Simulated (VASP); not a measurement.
# Al2Cl2F (P4/mmm) in VASP: further runs

Al2Cl2F is run at these levels: PBE; tasks: single point, relaxation of cell and atoms.

All numbers are computed with VASP 6.6.1; they aren't measurements. Logs are shortened: lines on timing, memory, paths and dates and some standing lists are left out, and cuts for length are marked.

## Step 1: The cell of the first run

Symmetry: P4/mmm, No. 123, tetragonal system. Conventional cell: a = 4.585 Å, b = 4.585 Å, c = 4.748 Å, α = 90.00°, β = 90.00°, γ = 90.00°. Al (site symmetry mmm) has 2 F at 2.29 Å and 2 Cl at 2.37 Å within 3.0 Å. Within 3.1 Å of Cl (site symmetry mmm) lie 2 Al at 2.37 Å. F (site symmetry 4/mmm) has 4 Al at 2.29 Å within 3.0 Å.

## Step 2: Single point, PBE

INCAR reads:

```
SYSTEM = Al2Cl2F
PREC     = Accurate       ! precision mode
ENCUT    = 520            ! plane-wave cutoff, eV
EDIFF    = 1E-6           ! SCF threshold, eV
ISMEAR   = 0              ! smearing method
SIGMA    = 0.1            ! smearing width, eV
LREAL    = .False.        ! projectors in reciprocal space
LASPH    = .True.         ! aspherical terms in the spheres
NELM     = 100            ! most SCF steps
ALGO     = Normal         ! electronic algorithm
ISIF     = 2              ! what is computed and relaxed
LWAVE    = .False.        ! write WAVECAR
LCHARG   = .False.        ! write CHGCAR
GGA      = PE             ! functional
NBANDS   = 22             ! bands
```

KPOINTS reads:

```
Automatic mesh
0
Gamma
  4 4 4
  0 0 0
```

POSCAR reads:

```
Al2Cl2F
1.0
    4.5846118450      0.0000000000      0.0000000000
    0.0000000000      4.5846118450      0.0000000000
    0.0000000000      0.0000000000      4.7475360001
Al Cl F
2 2 1
Direct
    0.0000000000      0.5000000000      0.6902450381
    0.5000000000      0.0000000000      0.6902450381
    0.0000000000      0.5000000000      0.1902386575
    0.5000000000      0.0000000000      0.1902386575
    0.0000000000      0.0000000000      0.6902458288
```

Potentials or basis: VASP PAW PBE potentials, release 64 (Al, Cl, F).

The run is started by

```
> cat potpaw_PBE.64/Al/POTCAR potpaw_PBE.64/Cl/POTCAR potpaw_PBE.64/F/POTCAR > POTCAR
> mpirun -np 1 vasp_std > vasp.out
```

OUTCAR:

```text
SYSTEM = Al2Cl2F
   PREC = Accurate
   ENCUT = 520
   EDIFF = 1E-6
   ISMEAR = 0
   LREAL = .False.
   LASPH = .True.
   NELM = 100
   ISIF = 2
   GGA = PE

 ion  position               nearest neighbor table
   1  0.000  0.500  0.690-   5 2.29   5 2.29   3 2.37   3 2.37   2 3.24   2 3.24   2 3.24   2 3.24

   2  0.500  0.000  0.690-   5 2.29   5 2.29   4 2.37   4 2.37   1 3.24   1 3.24   1 3.24   1 3.24

   3  0.000  0.500  0.190-   1 2.37   1 2.37
   4  0.500  0.000  0.190-   2 2.37   2 2.37
   5  0.000  0.000  0.690-   1 2.29   2 2.29   1 2.29   2 2.29

  LATTYP: Found a simple tetragonal cell.
 ALAT       =     4.5846118450
 C/A-ratio  =     1.0355371754

  Lattice vectors:

 A1 = (   4.5846118450,   0.0000000000,   0.0000000000)
 A2 = (   0.0000000000,   4.5846118450,   0.0000000000)
 A3 = (   0.0000000000,   0.0000000000,   4.7475360001)

Analysis of symmetry for initial positions (statically):
=====================================================================
 Subroutine PRICEL returns:
 Original cell was already a primitive cell.

 Routine SETGRP: Setting up the symmetry group for a
 simple tetragonal supercell.

 Subroutine GETGRP returns: Found  8 space group operations
 (whereof  8 operations were pure point group operations)
 out of a pool of 16 trial point group operations.

The static configuration has the point symmetry C_4v.

Analysis of symmetry for dynamics (positions and initial velocities):
=====================================================================
 Subroutine PRICEL returns:
 Original cell was already a primitive cell.

 Routine SETGRP: Setting up the symmetry group for a
 simple tetragonal supercell.

 Subroutine GETGRP returns: Found  8 space group operations
 (whereof  8 operations were pure point group operations)
 out of a pool of 16 trial point group operations.

The dynamic configuration has the point symmetry C_4v.

 Subroutine INISYM returns: Found  8 space group operations
 (whereof  8 operations are pure point group operations),
 and found     1 'primitive' translations

----------------------------------------------------------------------------------------

                                     Primitive cell

  volume of cell :      99.7869

  direct lattice vectors                    reciprocal lattice vectors
     4.584611845  0.000000000  0.000000000     0.218120974  0.000000000  0.000000000
     0.000000000  4.584611845  0.000000000     0.000000000  0.218120974  0.000000000
     0.000000000  0.000000000  4.747536000     0.000000000  0.000000000  0.210635580

  length of vectors
     4.584611845  4.584611845  4.747536000     0.218120974  0.218120974  0.210635580

  position of ions in fractional coordinates (direct lattice)
     0.000000000  0.500000000  0.690245038
     0.500000000  0.000000000  0.690245038
     0.000000000  0.500000000  0.190238657
     0.500000000  0.000000000  0.190238657
     0.000000000  0.000000000  0.690245829

  ion indices of the primitive-cell ions
   primitive index   ion index
                 1           1
                 2           2
                 3           3
                 4           4
                 5           5

----------------------------------------------------------------------------------------

 KPOINTS: Automatic mesh

Automatic generation of k-mesh.
 Grid dimensions read from file:
 generate k-points for:    4    4    4

 Generating k-lattice:

  Cartesian coordinates                     Fractional coordinates (reciprocal lattice)
     0.054530243  0.000000000  0.000000000     0.250000000  0.000000000  0.000000000
     0.000000000  0.054530243  0.000000000     0.000000000  0.250000000  0.000000000
     0.000000000  0.000000000  0.052658895     0.000000000  0.000000000  0.250000000

  Length of vectors
     0.054530243  0.054530243  0.052658895

  Shift w.r.t. Gamma in fractional coordinates (k-lattice)
     0.000000000  0.000000000  0.000000000

 Subroutine IBZKPT returns following result:
 ===========================================

 Found     18 irreducible k-points:

 Following reciprocal coordinates:
            Coordinates               Weight
  0.000000  0.000000  0.000000      1.000000
  0.250000  0.000000  0.000000      4.000000
  0.500000  0.000000  0.000000      2.000000
  0.250000  0.250000  0.000000      4.000000
  0.500000  0.250000  0.000000      4.000000
  0.500000  0.500000  0.000000      1.000000
[... 10 lines left out ...]
  0.500000  0.250000  0.500000      4.000000
  0.500000  0.500000  0.500000      1.000000
   k-points           NKPTS =     18   k-points in BZ     NKDIM =     18   number of bands    NBANDS=     22
   number of dos      NEDOS =    301   number of ions     NIONS =      5
   total plane-waves  NPLWV =  46656
   dimension x,y,z NGX =    36 NGY =   36 NGZ =   36
   dimension x,y,z NGXF=    72 NGYF=   72 NGZF=   72
   ions per type =               2   2   1
   NGX,Y,Z   is equivalent  to a cutoff of  13.05, 13.05, 12.61 a.u.
   NGXF,Y,Z  is equivalent  to a cutoff of  26.11, 26.11, 25.21 a.u.
 SYSTEM =  Al2Cl2F
   PREC   = accura    normal or accurate (medium, high low for compatibility)
   ISTART =      0    job   : 0-new  1-cont  2-samecut
   ICHARG =      2    charge: 1-file 2-atom 10-const
   ISPIN  =      1    spin polarized calculation?
   LNONCOLLINEAR =      F non collinear calculations
   LSORBIT =      F    spin-orbit coupling
   LASPH  =      T    aspherical Exc in radial PAW
   ENCUT  =  520.0 eV  38.22 Ry    6.18 a.u.   8.52  8.52  8.83*2*pi/ulx,y,z
   NELM   =    100;   NELMIN=  2; NELMDL= -5     # of ELM steps
   EDIFF  = 0.1E-05   stopping-criterion for ELM
   LREAL  =      F    real-space projection
   EDIFFG = 0.1E-04   stopping-criterion for IOM
   NSW    =      0    number of steps for IOM
   IBRION =     -1    ionic relax: 0-MD 1-quasi-New 2-CG
   NFREE  =      0    steps in history (QN), initial steepest desc. (CG)
   ISIF   =      2    stress and relaxation
   ISYM   =      2    0-nonsym 1-usesym 2-fastsym
   POTIM  = 0.5000    time-step for ionic-motion
   TEBEG  =    0.0;   TEEND  =   0.0 temperature during run
   PSTRESS=    0.0 pullay stress
   NELECT =      27.0000    total number of electrons
   NUPDOWN=      -1.0000    fix difference up-down
   EMIN   =  10.00;   EMAX   =-10.00  energy-range for DOS
[... 13 lines left out ...]
   AEXX    =    0.0000 exact exchange contribution
   IVDW    =     0    specifies the selected vdW correction
   LEPSILON=     F    determine dielectric tensor
   LRPA    =     F    only Hartree local field effects (RPA)
 non-spin polarized calculation
 Gauss-broadening in eV      SIGMA  =   0.10
  energy-cutoff  :      520.00
  volume of cell :       99.79
 maximum number of plane-waves:      2714
 NGX is ok and might be reduce to    36
   NGX = 17   NGY = 17   NGZ = 17

 number of electron      27.0000018 magnetization

 Free energy of the ion-electron system (eV)
  ---------------------------------------------------
  ext. energy  EPLUGINS =         0.00000000
  ---------------------------------------------------
  free energy    TOTEN  =       -17.64542562 eV

  energy without entropy =      -17.64085400  energy(sigma->0) =      -17.64313981

 E-fermi :   4.1816     XC(G=0):  -8.9632

 val. band max:        4.1489098045   @ k =   0.5000   0.5000   0.2500
 cond. band min:       4.3092719138   @ k =   0.2500   0.0000   0.2500
 fundamental gap:      0.1603621093
 Fermi energy:         4.1816459922

 k-point     1 :       0.0000    0.0000    0.0000
  band No.  band energies     occupation
      1     -20.8303      2.00000
      2     -12.3738      2.00000
      3     -11.5006      2.00000
      4      -3.3747      2.00000
      5      -3.3747      2.00000
      6      -3.0113      2.00000
[... 14 lines left out ...]
     21      10.2127      0.00000
     22      11.6677      0.00000

 k-point     2 :       0.2500    0.0000    0.0000
  band No.  band energies     occupation
      1     -20.8254      2.00000
      2     -12.2571      2.00000
      3     -11.6404      2.00000
      4      -3.5417      2.00000
      5      -3.3339      2.00000
      6      -2.8263      2.00000
[... 14 lines left out ...]
     21      10.6687      0.00000
     22      11.3650      0.00000

 k-point     3 :       0.5000    0.0000    0.0000
  band No.  band energies     occupation
      1     -20.8201      2.00000
      2     -11.9754      2.00000
      3     -11.9450      2.00000
      4      -3.6830      2.00000
      5      -3.2922      2.00000
      6      -2.5174      2.00000
[... 14 lines left out ...]
     21      11.1333      0.00000
     22      11.3218      0.00000

 k-point     4 :       0.2500    0.2500    0.0000
  band No.  band energies     occupation
      1     -20.8202      2.00000
      2     -12.1683      2.00000
      3     -11.7315      2.00000
      4      -3.5366      2.00000
      5      -3.4469      2.00000
      6      -2.6466      2.00000
[... 14 lines left out ...]
     21      11.1428      0.00000
     22      11.5042      0.00000

 k-point     5 :       0.5000    0.2500    0.0000
  band No.  band energies     occupation
      1     -20.8148      2.00000
      2     -11.9588      2.00000
      3     -11.9435      2.00000
      4      -3.6272      2.00000
      5      -3.4383      2.00000
      6      -2.3330      2.00000
[... 14 lines left out ...]
     21      12.4706      0.00000
     22      12.4755      0.00000

 k-point     6 :       0.5000    0.5000    0.0000
  band No.  band energies     occupation
      1     -20.8099      2.00000
      2     -11.9421      2.00000
      3     -11.9421      2.00000
      4      -3.5636      2.00000
      5      -3.5636      2.00000
      6      -1.8644      2.00000
[... 14 lines left out ...]
     21      12.0308      0.00000
     22      12.5274      0.00000

 k-point     7 :       0.0000    0.0000    0.2500
  band No.  band energies     occupation
      1     -20.8289      2.00000
      2     -12.3439      2.00000
      3     -11.4689      2.00000
      4      -3.5155      2.00000
      5      -3.3183      2.00000
      6      -3.3183      2.00000
[... 174 lines left out ...]
      6      -3.1346      2.00000
[... 14 lines left out ...]
     21      10.8607      0.00000
     22      11.6849      0.00000

 k-point    15 :       0.5000    0.0000    0.5000
  band No.  band energies     occupation
      1     -20.8178      2.00000
      2     -11.8858      2.00000
      3     -11.8814      2.00000
      4      -4.6058      2.00000
      5      -3.2130      2.00000
      6      -3.0497      2.00000
[... 14 lines left out ...]
     21      11.8924      0.00000
     22      12.9524      0.00000

 k-point    16 :       0.2500    0.2500    0.5000
  band No.  band energies     occupation
      1     -20.8179      2.00000
      2     -12.0939      2.00000
      3     -11.6533      2.00000
      4      -4.3474      2.00000
      5      -3.9922      2.00000
      6      -2.2683      2.00000
[... 14 lines left out ...]
     21      11.3398      0.00000
     22      12.0728      0.00000

 k-point    17 :       0.5000    0.2500    0.5000
  band No.  band energies     occupation
      1     -20.8130      2.00000
      2     -11.8692      2.00000
      3     -11.8670      2.00000
      4      -4.5314      2.00000
      5      -4.0903      2.00000
      6      -2.2228      2.00000
[... 14 lines left out ...]
     21      11.9956      0.00000
     22      13.0929      0.00000

 k-point    18 :       0.5000    0.5000    0.5000
  band No.  band energies     occupation
      1     -20.8081      2.00000
      2     -11.8523      2.00000
      3     -11.8523      2.00000
      4      -4.4528      2.00000
      5      -4.4528      2.00000
      6      -2.4253      2.00000
[... 14 lines left out ...]
     21      11.9590      0.00000
     22      12.8518      0.00000

------------------------ aborting loop because EDIFF is reached ----------------------------------------

  FORCE on cell =-STRESS in cart. coord.  units (eV):
  Direction    XX          YY          ZZ          XY          YZ          ZX
  --------------------------------------------------------------------------------------
  -------------------------------------------------------------------------------------
  Total       -0.0623117     -0.0623117     -0.0730913      0.0000000     -0.0000000      0.0000000
  in kB       -1.0004765     -1.0004765     -1.1735539      0.0000000     -0.0000000      0.0000000
  external PRESSURE =      -1.0581689 kB  Pullay stress =       0.0000000 kB

 VOLUME and BASIS-vectors are now :
 -----------------------------------------------------------------------------
  energy-cutoff  :      520.00
  volume of cell :       99.79
      direct lattice vectors                 reciprocal lattice vectors
     4.584611845  0.000000000  0.000000000     0.218120974  0.000000000  0.000000000
     0.000000000  4.584611845  0.000000000     0.000000000  0.218120974  0.000000000
     0.000000000  0.000000000  4.747536000     0.000000000  0.000000000  0.210635580

 POSITION                                       TOTAL-FORCE (eV/Angst)
 -----------------------------------------------------------------------------------
      0.00000      2.29231      3.27696         0.000000      0.000000      0.000170
      2.29231      0.00000      3.27696         0.000000      0.000000      0.000170
      0.00000      2.29231      0.90316        -0.000000     -0.000000      0.000120
      2.29231      0.00000      0.90316         0.000000      0.000000      0.000120
      0.00000      0.00000      3.27697        -0.000000      0.000000     -0.000579
 -----------------------------------------------------------------------------------
    total drift:                               -0.000000      0.000000     -0.001012

  FREE ENERGIE OF THE ION-ELECTRON SYSTEM (eV)
  ---------------------------------------------------
  free  energy   TOTEN  =       -17.6454256236 eV

  energy  without entropy=      -17.6408540047  energy(sigma->0) =      -17.64313981
```

It took 20 s on 1 thread of AMD EPYC 9R45 (Zen 5), shared host; peak memory 0.18 GiB.

What came out:

* Free energy: -17.6454 eV
* Pressure: -0.1 GPa

Caveat: an odd number of electrons without spin polarisation forces a metal; a magnetic or distorted state may lie lower.

## Step 3: Single point, PBE

INCAR reads:

```
PREC = Accurate
ENCUT = 520
EDIFF = 1E-6
ISMEAR = 0
SIGMA = 0.1
LREAL = False
LASPH = True
NELM = 60
ALGO = Normal
ISIF = 2
LWAVE = False
LCHARG = True
GGA = PE
LELF = True
LVHAR = True
NBANDS = 22
```

KPOINTS reads:

```
Automatic mesh
0
Gamma
  8 8 8
```

POSCAR reads:

```
Al2Cl2F
1.0
    4.5868926149      0.0000000000      0.0000000000
    0.0000000000      4.5868926149      0.0000000000
    0.0000000000      0.0000000000      4.7429399778
Al Cl F
2 2 1
Direct
    0.0000000000      0.5000000000      0.5000000000
    0.5000000000      0.0000000000      0.5000000000
    0.0000000000      0.5000000000      0.0000000000
    0.5000000000      0.0000000000      0.0000000000
    0.0000000000      0.0000000000      0.5000000000
```

Potentials or basis: VASP PAW PBE potentials, release 64 (Al, Cl, F).

The run is started by

```
> cat potpaw_PBE.64/Al/POTCAR potpaw_PBE.64/Cl/POTCAR potpaw_PBE.64/F/POTCAR > POTCAR
> mpirun -np 1 vasp_std > vasp.out
```

Run time: 80 s. Hardware: 1 thread of AMD EPYC 9R45 (Zen 5), shared host; peak memory 0.26 GiB.

The run converged. Its results:

```yaml
Free_energy: -17.6271 eV
Pressure: -0.1 GPa
```

Levels at points of the mesh, in eV from the Fermi level:
| k point | band 10 | band 11 | band 12 | band 13 | band 14 | band 15 | band 16 | band 17 |
| --- | --- | --- | --- | --- | --- | --- | --- | --- |
| (0.00, 0.00, 0.00) | -4.32 | -4.26 | -2.32 | -2.32 | -0.09 | 3.02 | 3.02 | 4.64 |
| (0.50, 0.00, 0.00) | -3.86 | -3.71 | -3.34 | -2.27 | -1.56 | 2.76 | 3.75 | 5.43 |
| (0.50, 0.50, 0.00) | -5.10 | -2.05 | -2.04 | -0.78 | -0.78 | -0.26 | 2.72 | 4.27 |
| (0.00, 0.00, 0.50) | -4.44 | -2.31 | -2.31 | -0.77 | 1.69 | 1.69 | 3.27 | 3.34 |
| (0.50, 0.00, 0.50) | -3.52 | -3.52 | -3.34 | -0.53 | 0.49 | 1.56 | 3.98 | 4.54 |
| (0.50, 0.50, 0.50) | -4.17 | -2.01 | -2.00 | -1.88 | 1.06 | 1.91 | 1.91 | 4.27 |

Caveat: an odd number of electrons without spin polarisation forces a metal; a magnetic or distorted state may lie lower.

## Step 4: Relaxation of cell and atoms, PBE

INCAR reads:

```
PREC = Accurate
ENCUT = 600
EDIFF = 1E-7
ISMEAR = 0
SIGMA = 0.1
LREAL = False
LASPH = True
NELM = 100
ALGO = Normal
ISIF = 3
LWAVE = False
LCHARG = False
GGA = PE
IBRION = 2
NSW = 100
EDIFFG = -0.01
```

KPOINTS is that of step 3.

POSCAR: that of step 3 with these lines changed.

```diff
@@ -2,5 +2,5 @@
 1.0
-    4.5868926149      0.0000000000      0.0000000000
-    0.0000000000      4.5868926149      0.0000000000
-    0.0000000000      0.0000000000      4.7429399778
+    4.5846118450      0.0000000000      0.0000000000
+    0.0000000000      4.5846118450      0.0000000000
+    0.0000000000      0.0000000000      4.7475360001
 Al Cl F
```

The run is started by

```
> cat potpaw_PBE.64/Al/POTCAR potpaw_PBE.64/Cl/POTCAR potpaw_PBE.64/F/POTCAR > POTCAR
> mpirun -np 1 vasp_std > vasp.out
```

Run time: 3 min. Hardware: 1 thread of AMD EPYC 9R45 (Zen 5), shared host; peak memory 0.31 GiB.

The run converged. Its results:

```yaml
Free_energy: -17.6294 eV
Relaxed_volume: 19.92 Å³/atom
Relaxed_cell: a = 4.584 Å, b = 4.584 Å, c = 4.740 Å, α = 90.00°, β = 90.00°, γ = 90.00°
Space_group_after_relaxing_to_0.05_Å: P4/mmm (No. 123)
Energy_gained_by_relaxing: 0.0 meV/atom
Ionic_steps: 3
Pressure_after_relaxing: 0.0 GPa
```

Step by step:
```tsv
step	energy change (eV)	largest force (eV/Å)	pressure (GPa)	volume (Å³)
1	0.0000	0.0000	-0.16	99.79
2	-0.0002	0.0000	0.03	99.50
3	-0.0002	0.0000	-0.02	99.58
```

Final structure:
```
Al Cl F
1.0
     4.58359    0.00000    0.00000
     0.00000    4.58359    0.00000
     0.00000    0.00000    4.73977
Al Cl F
2 2 1
Direct
  0.00000 0.50000 0.50000
  0.50000 0.00000 0.50000
  0.00000 0.50000 0.00000
  0.50000 0.00000 0.00000
  0.00000 0.00000 0.50000
```

Levels at points of the mesh, in eV from the Fermi level:
```
           k point  band 10  band 11  band 12  band 13  band 14  band 15  band 16  band 17
(0.00, 0.00, 0.00)    -4.34    -4.27    -2.33    -2.33    -0.08     3.02     3.02     4.64
(0.50, 0.00, 0.00)    -3.87    -3.72    -3.36    -2.27    -1.57     2.76     3.75     5.44
(0.50, 0.50, 0.00)    -5.12    -2.06    -2.05    -0.78    -0.78    -0.27     2.72     4.26
(0.00, 0.00, 0.50)    -4.46    -2.31    -2.31    -0.77     1.69     1.69     3.27     3.36
(0.50, 0.00, 0.50)    -3.53    -3.53    -3.35    -0.54     0.49     1.55     3.98     4.54
(0.50, 0.50, 0.50)    -4.18    -2.01    -2.00    -1.89     1.05     1.91     1.91     4.27
```

Caveat: an odd number of electrons without spin polarisation forces a metal; a magnetic or distorted state may lie lower.

## Step 5: Summary

| task | cell | k mesh | cutoff (eV) | gap on the mesh (eV) | pressure (GPa) |
| --- | --- | --- | --- | --- | --- |
| single point | a = 4.585, b = 4.585, c = 4.748 Å, 5 atoms | 4 × 4 × 4 | 520 | none | -0.1 |
| single point | a = 4.587, b = 4.587, c = 4.743 Å, 5 atoms | 8 × 8 × 8 | 520 | none | -0.1 |
| relaxation of cell and atoms | relaxed from a = 4.585, b = 4.585, c = 4.748 Å, 5 atoms | 8 × 8 × 8 | 600 | none | 0.0 |

Alike in all rows: level PBE; potentials or basis VASP PAW PBE potentials, release 64 (Al, Cl, F); no spin polarisation; smearing gaussian 0.1 eV.

Caveats: an odd number of electrons without spin polarisation forces a metal; a magnetic or distorted state may lie lower.

Total energies depend on the potentials used, so only differences within one code and one set of settings carry meaning.
